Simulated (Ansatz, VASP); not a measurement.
Two plane-wave programs on Cu

```
CELL_PARAMETERS angstrom
2.53410 0.00000 0.00000
-1.26705 2.19459 0.00000
0.00000 0.00000 4.11257
ATOMIC_POSITIONS crystal
Cu 0.66667 0.33333 0.75000
Cu 0.33333 0.66667 0.25000
```

Alike in both runs: task relaxation of cell and atoms; functional PBEsol; k mesh 12 × 12 × 7; occupations fermi-dirac, width 0.05 eV; no spin polarisation.

|  | VASP | Ansatz |
| --- | --- | --- |
| version | VASP 6.6.1 | Ansatz 0.2.0 |
| potentials or method | VASP PAW PBE potentials, release 64 (Cu) | Ansatz PAW |
| plane-wave cutoff (eV) | 600 | 420 |
| valence electrons in the cell | 22 | 38 |

Ansatz gave:

- gap on the k mesh at the Fermi level, each at its own relaxed structure (eV): none
- relaxed volume (Å³/atom): 11.33
- relaxed cell length with the largest relative difference (Å): 2.524

Which values does VASP return?

gap on the k mesh at the Fermi level, each at its own relaxed structure (eV): none; relaxed volume (Å³/atom): 11.39; relaxed cell length with the largest relative difference (Å): 2.529.

VASP's potentials were made for PBE, not for PBEsol. A gap of «none» marks a metal or a gap that the smearing closes. VASP's potentials hold 22 valence electrons a cell and Ansatz's 38, so a difference there can come from the potentials and not from the codes.

Noted on Ansatz's run: the plane-wave basis is chosen anew once the cell has moved, so the energies of steps on either side of that aren't comparable.
